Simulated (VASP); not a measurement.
# NbRu3C (Pm-3m) in VASP: further runs, part 3 of 3

VASP 6.6.1.

## (4) Single point, PBEsol

File INCAR:

```
SYSTEM = NbRu3C
PREC     = Accurate       ! precision mode
ENCUT    = 520            ! plane-wave cutoff, eV
EDIFF    = 1E-6           ! SCF threshold, eV
ISMEAR   = 1              ! smearing method
SIGMA    = 0.05           ! smearing width, eV
LREAL    = .False.        ! projectors in reciprocal space
LASPH    = .True.         ! aspherical terms in the spheres
NELM     = 100            ! most SCF steps
ALGO     = Normal         ! electronic algorithm
ISIF     = 2              ! what is computed and relaxed
LWAVE    = .False.        ! write WAVECAR
LCHARG   = .False.        ! write CHGCAR
GGA      = PS             ! functional
NBANDS   = 38             ! bands
```

File KPOINTS:

```
Automatic mesh
0
Gamma
  9 9 9
  0 0 0
```

File POSCAR:

```
NbRu3C
1.0
    4.0651380000      0.0000000000      0.0000000000
    0.0000000000      4.0651380000      0.0000000000
    0.0000000000      0.0000000000      4.0651380000
Ru Nb C
3 1 1
Direct
    0.5000000000      0.5000000000      0.0000000000
    0.5000000000      0.0000000000      0.5000000000
    0.0000000000      0.5000000000      0.5000000000
    0.0000000000      0.0000000000      0.0000000000
    0.5000000000      0.5000000000      0.5000000000
```

Potentials or basis: VASP PAW PBE potentials, release 64 (Ru_pv, Nb_sv, C).

On the command line:

```
$ cat potpaw_PBE.64/Ru_pv/POTCAR potpaw_PBE.64/Nb_sv/POTCAR potpaw_PBE.64/C/POTCAR > POTCAR
$ mpirun -np 1 vasp_std > vasp.out
```

OUTCAR:

```text
SYSTEM = NbRu3C
   PREC = Accurate
   ENCUT = 520
   EDIFF = 1E-6
   ISMEAR = 1
   LREAL = .False.
   LASPH = .True.
   NELM = 100
   ISIF = 2
   GGA = PS

 ion  position               nearest neighbor table
   1  0.500  0.500  0.000-   5 2.03   5 2.03   4 2.87   2 2.87   2 2.87   3 2.87   3 2.87   2 2.87
                             4 2.87   2 2.87   3 2.87   4 2.87   3 2.87   4 2.87
   2  0.500  0.000  0.500-   5 2.03   5 2.03   4 2.87   1 2.87   1 2.87   4 2.87   1 2.87   3 2.87
                             3 2.87   1 2.87   3 2.87   4 2.87   4 2.87   3 2.87
   3  0.000  0.500  0.500-   5 2.03   5 2.03   4 2.87   1 2.87   1 2.87   4 2.87   2 2.87   4 2.87
                             4 2.87   1 2.87   2 2.87   2 2.87   1 2.87   2 2.87
   4  0.000  0.000  0.000-   1 2.87   2 2.87   3 2.87   2 2.87   3 2.87   1 2.87   3 2.87   3 2.87
                             1 2.87   2 2.87   2 2.87   1 2.87
   5  0.500  0.500  0.500-   1 2.03   2 2.03   3 2.03   1 2.03   2 2.03   3 2.03

  LATTYP: Found a simple cubic cell.
 ALAT       =     4.0651380000

  Lattice vectors:

 A1 = (   4.0651380000,   0.0000000000,   0.0000000000)
 A2 = (   0.0000000000,   4.0651380000,   0.0000000000)
 A3 = (   0.0000000000,   0.0000000000,   4.0651380000)

Analysis of symmetry for initial positions (statically):
=====================================================================
 Subroutine PRICEL returns:
 Original cell was already a primitive cell.

 Routine SETGRP: Setting up the symmetry group for a
 simple cubic supercell.

 Subroutine GETGRP returns: Found 48 space group operations
 (whereof 48 operations were pure point group operations)
 out of a pool of 48 trial point group operations.

The static configuration has the point symmetry O_h .

Analysis of symmetry for dynamics (positions and initial velocities):
=====================================================================
 Subroutine PRICEL returns:
 Original cell was already a primitive cell.

 Routine SETGRP: Setting up the symmetry group for a
 simple cubic supercell.

 Subroutine GETGRP returns: Found 48 space group operations
 (whereof 48 operations were pure point group operations)
 out of a pool of 48 trial point group operations.

The dynamic configuration has the point symmetry O_h .

 Subroutine INISYM returns: Found 48 space group operations
 (whereof 48 operations are pure point group operations),
 and found     1 'primitive' translations

----------------------------------------------------------------------------------------

                                     Primitive cell

  volume of cell :      67.1778

  direct lattice vectors                    reciprocal lattice vectors
     4.065138000  0.000000000  0.000000000     0.245994109  0.000000000  0.000000000
     0.000000000  4.065138000  0.000000000     0.000000000  0.245994109  0.000000000
     0.000000000  0.000000000  4.065138000     0.000000000  0.000000000  0.245994109

  length of vectors
     4.065138000  4.065138000  4.065138000     0.245994109  0.245994109  0.245994109

  position of ions in fractional coordinates (direct lattice)
     0.500000000  0.500000000  0.000000000
     0.500000000  0.000000000  0.500000000
     0.000000000  0.500000000  0.500000000
     0.000000000  0.000000000  0.000000000
     0.500000000  0.500000000  0.500000000

  ion indices of the primitive-cell ions
   primitive index   ion index
                 1           1
[... 36 lines left out ...]
  0.333333  0.000000  0.000000      6.000000
  0.444444  0.000000  0.000000      6.000000
  0.111111  0.111111  0.000000     12.000000
[... 16 lines left out ...]
  0.333333  0.333333  0.111111     24.000000
  0.444444  0.333333  0.111111     48.000000
 [... further k-points ...]
   k-points           NKPTS =     35   k-points in BZ     NKDIM =     35   number of bands    NBANDS=     38
   number of dos      NEDOS =    301   number of ions     NIONS =      5
   total plane-waves  NPLWV =  27000
   dimension x,y,z NGX =    30 NGY =   30 NGZ =   30
   dimension x,y,z NGXF=    60 NGYF=   60 NGZF=   60
   ions per type =               3   1   1
   NGX,Y,Z   is equivalent  to a cutoff of  12.27, 12.27, 12.27 a.u.
   NGXF,Y,Z  is equivalent  to a cutoff of  24.54, 24.54, 24.54 a.u.
 SYSTEM =  NbRu3C
   PREC   = accura    normal or accurate (medium, high low for compatibility)
   ISTART =      0    job   : 0-new  1-cont  2-samecut
   ICHARG =      2    charge: 1-file 2-atom 10-const
   ISPIN  =      1    spin polarized calculation?
   LNONCOLLINEAR =      F non collinear calculations
   LSORBIT =      F    spin-orbit coupling
   LASPH  =      T    aspherical Exc in radial PAW
   ENCUT  =  520.0 eV  38.22 Ry    6.18 a.u.   7.56  7.56  7.56*2*pi/ulx,y,z
   NELM   =    100;   NELMIN=  2; NELMDL= -5     # of ELM steps
   EDIFF  = 0.1E-05   stopping-criterion for ELM
   LREAL  =      F    real-space projection
   EDIFFG = 0.1E-04   stopping-criterion for IOM
   NSW    =      0    number of steps for IOM
   IBRION =     -1    ionic relax: 0-MD 1-quasi-New 2-CG
   NFREE  =      0    steps in history (QN), initial steepest desc. (CG)
   ISIF   =      2    stress and relaxation
   ISYM   =      2    0-nonsym 1-usesym 2-fastsym
   POTIM  = 0.5000    time-step for ionic-motion
   TEBEG  =    0.0;   TEEND  =   0.0 temperature during run
   PSTRESS=    0.0 pullay stress
   NELECT =      59.0000    total number of electrons
   NUPDOWN=      -1.0000    fix difference up-down
   EMIN   =  10.00;   EMAX   =-10.00  energy-range for DOS
   EFERMI =   0.00;   METHOD = LEGACY
   ISMEAR =     1;   SIGMA  =   0.05  broadening in eV -4-tet -1-fermi 0-gaus
   EFERMI_NEDOS =   21; number of points for ismear=-14 and -15
   IALGO  =     38    algorithm
   IMIX   =      4    mixing-type and parameters
     AMIX     =   0.40;   BMIX     =  1.00
     AMIX_MAG =   1.60;   BMIX_MAG =  1.00
  volume/ion in A,a.u.               =      13.44        90.67
  Fermi-wavevector in a.u.,A,eV,Ry     =   1.567774  2.962664 33.441981  2.457916
  Thomas-Fermi vector in A             =   2.669904
   LORBIT       =      0    0 simple, 1 ext, 2 COOP (PROOUT), +10 PAW based schemes
   GGA     = PS    functional components
   LHFCALC =     F    Hartree Fock is set to
   AEXX    =    0.0000 exact exchange contribution
   IVDW    =     0    specifies the selected vdW correction
   LEPSILON=     F    determine dielectric tensor
   LRPA    =     F    only Hartree local field effects (RPA)
 non-spin polarized calculation
 Methfessel and Paxton  Order N= 1 SIGMA  =   0.05
  energy-cutoff  :      520.00
  volume of cell :       67.18
 maximum number of plane-waves:      1839
   NGX = 15   NGY = 15   NGZ = 15

 number of electron      59.0000034 magnetization

 Free energy of the ion-electron system (eV)
  ---------------------------------------------------
  ext. energy  EPLUGINS =         0.00000000
  ---------------------------------------------------
  free energy    TOTEN  =       -51.30566341 eV

  energy without entropy =      -51.30488954  energy(sigma->0) =      -51.30540546

 E-fermi :  12.0212     XC(G=0): -13.4855

 val. band max:       11.9993102574   @ k =   0.3333   0.2222   0.2222
 cond. band min:      12.0258166147   @ k =   0.4444   0.3333   0.2222
 fundamental gap:      0.0265063573
 Fermi energy:        12.0211710868

 k-point     1 :       0.0000    0.0000    0.0000
  band No.  band energies     occupation
      1     -43.9829      2.00000
      2     -31.6755      2.00000
      3     -31.6755      2.00000
      4     -31.6755      2.00000
      5     -31.0076      2.00000
      6     -31.0076      2.00000
[... 973 lines left out ...]
     37      14.8666      0.00000
     38      16.3648      0.00000

 [... further k-points ...]

------------------------ aborting loop because EDIFF is reached ----------------------------------------

  FORCE on cell =-STRESS in cart. coord.  units (eV):
  Direction    XX          YY          ZZ          XY          YZ          ZX
  --------------------------------------------------------------------------------------
  -------------------------------------------------------------------------------------
  Total       -4.9772928     -4.9772928     -4.9772928      0.0000000      0.0000000      0.0000000
  in kB     -118.7074264   -118.7074264   -118.7074264      0.0000000      0.0000000      0.0000000
  external PRESSURE =    -118.7074264 kB  Pullay stress =       0.0000000 kB

 VOLUME and BASIS-vectors are now :
 -----------------------------------------------------------------------------
  energy-cutoff  :      520.00
  volume of cell :       67.18
      direct lattice vectors                 reciprocal lattice vectors
     4.065138000  0.000000000  0.000000000     0.245994109  0.000000000  0.000000000
     0.000000000  4.065138000  0.000000000     0.000000000  0.245994109  0.000000000
     0.000000000  0.000000000  4.065138000     0.000000000  0.000000000  0.245994109

 POSITION                                       TOTAL-FORCE (eV/Angst)
 -----------------------------------------------------------------------------------
      2.03257      2.03257      0.00000         0.000000      0.000000      0.000000
      2.03257      0.00000      2.03257         0.000000      0.000000      0.000000
      0.00000      2.03257      2.03257         0.000000      0.000000      0.000000
      0.00000      0.00000      0.00000         0.000000      0.000000      0.000000
      2.03257      2.03257      2.03257         0.000000      0.000000      0.000000
 -----------------------------------------------------------------------------------
    total drift:                                0.000000      0.000000     -0.000000

  FREE ENERGIE OF THE ION-ELECTRON SYSTEM (eV)
  ---------------------------------------------------
  free  energy   TOTEN  =       -51.3056634115 eV

  energy  without entropy=      -51.3048895447  energy(sigma->0) =      -51.30540546
```

Wall time 1.9 min (1 thread of Intel Xeon 8259CL, shared host); peak memory 0.22 GiB.

What came out:

```
Free energy            : -51.3057 eV
Pressure               : -11.9 GPa
Band gap on the k mesh : zero (an odd number of electrons rules out a gap without spin polarisation)
```

Caveat: the cell stands under tension; the PAW data sets were made with another functional, which shifts forces and pressure a little.

## (5) Single point, PBEsol

File INCAR:

```
ALGO = Normal ; EDIFF = 1E-7
ENCUT = 520 ; GGA = PS
ISIF = 2 ; ISMEAR = 1
LASPH = True ; LCHARG = True
LELF = True ; LREAL = False
LVHAR = True ; LWAVE = False
NBANDS = 38 ; NELM = 80
PREC = Accurate ; SIGMA = 0.05
```

File KPOINTS:

```
k-points
0
Gamma
  11 11 11
```

POSCAR is that of step 4.

Potentials or basis: VASP PAW PBE potentials, release 64 (Ru_pv, Nb_sv, C).

On the command line:

```
$ cat potpaw_PBE.64/Ru_pv/POTCAR potpaw_PBE.64/Nb_sv/POTCAR potpaw_PBE.64/C/POTCAR > POTCAR
$ mpirun -np 1 vasp_std > vasp.out
```

OUTCAR:

```text
EDIFF = 1E-7
   ENCUT = 520
   GGA = PS
   ISIF = 2
   ISMEAR = 1
   LASPH = True
   LREAL = False
   NELM = 80
   PREC = Accurate

 ion  position               nearest neighbor table
   1  0.500  0.500  0.000-   5 2.03   5 2.03   4 2.87   2 2.87   2 2.87   3 2.87   3 2.87   2 2.87
                             4 2.87   2 2.87   3 2.87   4 2.87   3 2.87   4 2.87
   2  0.500  0.000  0.500-   5 2.03   5 2.03   4 2.87   1 2.87   1 2.87   4 2.87   1 2.87   3 2.87
                             3 2.87   1 2.87   3 2.87   4 2.87   4 2.87   3 2.87
   3  0.000  0.500  0.500-   5 2.03   5 2.03   4 2.87   1 2.87   1 2.87   4 2.87   2 2.87   4 2.87
                             4 2.87   1 2.87   2 2.87   2 2.87   1 2.87   2 2.87
[... 1191 lines left out ...]
  -------------------------------------------------------------------------------------
  Total       -4.9604582     -4.9604582     -4.9604582      0.0000000      0.0000000     -0.0000000
  in kB     -118.3059265   -118.3059265   -118.3059265      0.0000000      0.0000000     -0.0000000
  external PRESSURE =    -118.3059265 kB  Pullay stress =       0.0000000 kB

 VOLUME and BASIS-vectors are now :
 -----------------------------------------------------------------------------
  energy-cutoff  :      520.00
  volume of cell :       67.18
      direct lattice vectors                 reciprocal lattice vectors
     4.065138000  0.000000000  0.000000000     0.245994109  0.000000000  0.000000000
     0.000000000  4.065138000  0.000000000     0.000000000  0.245994109  0.000000000
     0.000000000  0.000000000  4.065138000     0.000000000  0.000000000  0.245994109

 POSITION                                       TOTAL-FORCE (eV/Angst)
 -----------------------------------------------------------------------------------
      2.03257      2.03257      0.00000         0.000000      0.000000      0.000000
      2.03257      0.00000      2.03257         0.000000      0.000000      0.000000
      0.00000      2.03257      2.03257         0.000000      0.000000      0.000000
      0.00000      0.00000      0.00000         0.000000      0.000000      0.000000
      2.03257      2.03257      2.03257         0.000000      0.000000      0.000000
 -----------------------------------------------------------------------------------
    total drift:                                0.000000      0.000000     -0.000000

  FREE ENERGIE OF THE ION-ELECTRON SYSTEM (eV)
  ---------------------------------------------------
  free  energy   TOTEN  =       -51.3041682743 eV

  energy  without entropy=      -51.3038752149  energy(sigma->0) =      -51.30407059
```

OSZICAR:

```text
N       E                     dE             d eps       ncg     rms          rms(c)
DAV:   1     0.711802894078E+03    0.71180E+03   -0.34381E+04  4256   0.166E+03
DAV:   2    -0.208372895110E+02   -0.73264E+03   -0.71332E+03  4562   0.563E+02
DAV:   3    -0.546840199251E+02   -0.33847E+02   -0.32389E+02  6480   0.114E+02
DAV:   4    -0.562677344346E+02   -0.15837E+01   -0.15672E+01  5758   0.208E+01
DAV:   5    -0.563258665178E+02   -0.58132E-01   -0.58057E-01  6376   0.402E+00    0.329E+01
DAV:   6    -0.516393495314E+02    0.46865E+01   -0.22511E+01  5604   0.269E+01    0.721E+00
DAV:   7    -0.514128902117E+02    0.22646E+00   -0.22932E+00  6126   0.802E+00    0.650E+00
DAV:   8    -0.514031188643E+02    0.97713E-02   -0.13850E+00  5586   0.513E+00    0.423E+00
DAV:   9    -0.513073549798E+02    0.95764E-01   -0.36332E-01  5888   0.275E+00    0.154E+00
DAV:  10    -0.513046482410E+02    0.27067E-02   -0.34686E-02  5662   0.926E-01    0.426E-01
DAV:  11    -0.513042286926E+02    0.41955E-03   -0.76182E-03  6284   0.629E-01    0.710E-02
DAV:  12    -0.513041758033E+02    0.52889E-04   -0.76069E-04  5806   0.182E-01    0.571E-02
DAV:  13    -0.513041698194E+02    0.59839E-05   -0.10175E-04  5320   0.538E-02    0.931E-03
DAV:  14    -0.513041685431E+02    0.12763E-05   -0.77834E-06  6296   0.169E-02    0.470E-03
DAV:  15    -0.513041681516E+02    0.39152E-06   -0.84363E-07  4912   0.456E-03    0.139E-03
DAV:  16    -0.513041682566E+02   -0.10506E-06   -0.11633E-07  2900   0.213E-03    0.650E-04
DAV:  17    -0.513041682743E+02   -0.17628E-07   -0.26750E-08  2644   0.134E-03
   1 F= -.51304168E+02 E0= -.51304071E+02  d E =-.293059E-03
```

Wall time 3.4 min (1 thread of Intel Xeon 8259CL, shared host); peak memory 0.26 GiB.

Results:

```yaml
Free_energy: -51.3042 eV
Pressure: -11.8 GPa
Band_gap_on_the_k_mesh: zero (an odd number of electrons rules out a gap without spin polarisation)
```

Caveat: the cell stands under tension; the PAW data sets were made with another functional, which shifts forces and pressure a little.

## (6) Overview

| level | k mesh | smearing | gap on the mesh (eV) | pressure (GPa) |
| --- | --- | --- | --- | --- |
| r2SCAN | 6 × 6 × 6 | gaussian 0.1 eV | none | -6.8 |
| PBEsol | 8 × 8 × 8 | methfessel-paxton 0.05 eV | none | -11.9 |
| PBEsol | 9 × 9 × 9 | methfessel-paxton 0.05 eV | none | -11.9 |
| PBEsol | 11 × 11 × 11 | methfessel-paxton 0.05 eV | none | -11.8 |

Alike in all rows: task single point; potentials or basis VASP PAW PBE potentials, release 64 (Ru_pv, Nb_sv, C); no spin polarisation; cell as given; cutoff (eV) 520.

The pressure there spans -11.9 GPa (PBEsol) to -6.8 GPa (r2SCAN); a positive pressure means that this level wants a larger cell, a negative one a smaller.

Caveats: the cell stands under tension; the PAW data sets were made with another functional, which shifts forces and pressure a little.

Total energies depend on the potentials used, so only differences within one code and one set of settings carry meaning.

The gap in the log of VASP goes by the Fermi energy; the results here count the filled bands.